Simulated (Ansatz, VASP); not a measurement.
**Two plane-wave programs on AlNi**

File INCAR:

```
ALGO = Normal
EDIFF = 1E-7
EDIFFG = -0.002
ENCUT = 600
GGA_COMPAT = F
IBRION = 2
ISIF = 3
ISMEAR = 0
LASPH = T
LCHARG = F
LREAL = F
LWAVE = F
NELM = 120
NELMIN = 4
NSW = 100
PREC = Accurate
SIGMA = 0.1
```

KPOINTS

```
k-points
0
Gamma
  14 14 14
```

Contents of POSCAR:

```
AlNi
1.0
    2.8600000000      0.0000000000      0.0000000000
    0.0000000000      2.8600000000      0.0000000000
    0.0000000000      0.0000000000      2.8600000000
Ni Al
1 1
Direct
    0.0000000000      0.0000000000      0.0000000000
    0.5000000000      0.5000000000      0.5000000000
```

Input for Ansatz:

```yaml
crystal:
  lattice:
    - [2.86, 0.0, 0.0]
    - [0.0, 2.86, 0.0]
    - [0.0, 0.0, 2.86]
  atoms:
    - { symbol: Ni, position: [0.0, 0.0, 0.0] }
    - { symbol: Al, position: [0.5, 0.5, 0.5] }
basis:
  ecutwfc: 420
kpoints:
  mp_grid: { grid: [14, 14, 14] }
hamiltonian:
  xc: lda
  pseudopotentials: { kind: paw, azcp: { folder: soft_1 } }
scf:
  occupations: { method: gaussian, width: 0.1 }
output:
  forces: true
  stress: true
  eigenvalues: true
relax:
  adjacent_minimum: "off"
  f_tol: 0.002
  max_steps: 80
  cell: { stress_tol: 0.02 }
```

Alike in both runs: task relaxation of cell and atoms; functional LDA; k mesh 14 × 14 × 14; occupations gaussian, width 0.1 eV; no spin polarisation.

```csv
,VASP,Ansatz
version,VASP 6.6.1,Ansatz 0.2.0
potentials or method,"VASP PAW LDA potentials, release 64 (Ni, Al), cutoff 600 eV","scalar-relativistic, plane waves, PAW"
valence electrons in the cell,13,21
```

|  | VASP | Ansatz | Ansatz less VASP |
| --- | --- | --- | --- |
| gap on the k mesh at the Fermi level, each at its own relaxed structure (eV) | none | none | - |
| relaxed volume (Å³/atom) | 11.38 | 11.36 | -0.021 |
| relaxed cell length with the largest relative difference (Å) | 2.834 | 2.832 | -0.0017 |

Ansatz warns that its potentials were made for another functional, while VASP's fit it. LDA's correlation is that of Perdew and Zunger in VASP and of Perdew and Wang (1992) in Ansatz. A gap of «none» marks a metal or a gap that the smearing closes. VASP's potentials hold 13 valence electrons a cell and Ansatz's 21, so a difference there can come from the potentials and not from the codes.
